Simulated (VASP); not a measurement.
A run of VASP 6.6.1:

The input INCAR:

```
ALGO = Normal
EDIFF = 1E-7
ENCUT = 520
ISIF = 2
ISMEAR = 1
LASPH = True
LCHARG = True
LELF = True
LREAL = False
LVHAR = True
LWAVE = False
NBANDS = 28
NELM = 80
PREC = Accurate
SIGMA = 0.05
```

KPOINTS

```
k-points
0
Gamma
  4 4 4
```

File POSCAR:

```
Sr3Ca
1.0
    5.6850548574      0.0000000000      0.0000000000
    0.0000000000      5.6850548574      0.0000000000
    0.0000000000      0.0000000000      5.6850548574
Sr Ca
3 1
Direct
    0.0000000000      0.0000000000      0.0000000000
    0.0000000000      0.5000000000      0.5000000000
    0.5000000000      0.0000000000      0.5000000000
    0.5000000000      0.5000000000      0.0000000000
```

Potentials or basis: VASP PAW LDA potentials, release 64 (Sr_sv, Ca_sv).

The run is started by

```sh
$ cat potpaw_LDA.64/Sr_sv/POTCAR potpaw_LDA.64/Ca_sv/POTCAR > POTCAR
$ mpirun -np 1 vasp_std > vasp.out
```

Hardware: 1 thread of Intel(R) Xeon(R) Platinum 8375C CPU @ 2.90GHz (Ice Lake), on a shared host.

Task: How long does it take, and how much memory?

Result: It took 47 s on 1 thread of Intel(R) Xeon(R) Platinum 8375C CPU @ 2.90GHz (Ice Lake) (shared host), peak memory 0.23 GiB. Counts: scf iterations 13, k points 10.
